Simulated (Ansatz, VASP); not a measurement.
**ZnCd2Se2S: VASP beside Ansatz**

```
CELL_PARAMETERS angstrom
4.20247 0.15550 -0.23780
-0.21411 7.22809 0.57738
-1.47324 0.31825 10.52358
ATOMIC_POSITIONS crystal
Zn 0.27070 0.13226 0.45618
Zn 0.77111 0.63226 0.45703
Cd 0.93945 0.90896 0.79584
Cd 0.43865 0.40899 0.79621
Cd 0.10180 0.52067 0.12532
Cd 0.60266 0.02095 0.12476
Se 0.88922 0.59102 0.69662
Se 0.38954 0.09175 0.69592
Se 0.73557 0.97761 0.38321
Se 0.23603 0.47879 0.38362
S 0.06291 0.86821 0.04239
S 0.56236 0.36853 0.04288
```

Change from the starting cell: the structure that the rattled cell fell into.

Alike in both runs: functional PBE; k mesh 4 × 4 × 2; occupations gaussian, width 0.1 eV; no spin polarisation.

Ansatz relaxed the structure, and its values are those at the end. VASP's run is a single point on that final structure, the one shown.

|  | VASP | Ansatz |
| --- | --- | --- |
| version | VASP 6.6.1 | Ansatz 0.2.0 |
| potentials or method | VASP PAW PBE potentials, release 64 (Zn, Cd, Se, S), cutoff 520 eV | scalar-relativistic, plane waves, PAW |
| valence electrons in the cell | 108 | 180 |

VASP gave:

| Quantity | Value |
| --- | --- |
| gap on the k mesh at the Fermi level (eV) | 0.66 |
| least direct gap on the mesh (eV) | 0.66 |
| pressure (GPa) | 0.3 |
| rms of the force components (eV/Å) | 0.014 |

Problem. Which values does Ansatz return?

Solution. gap on the k mesh at the Fermi level (eV): 0.66; least direct gap on the mesh (eV): 0.66; pressure (GPa): 0.1; rms of the force components (eV/Å): 0.012.

VASP's potentials hold 108 valence electrons a cell and Ansatz's 180, so a difference there can come from the potentials and not from the codes.
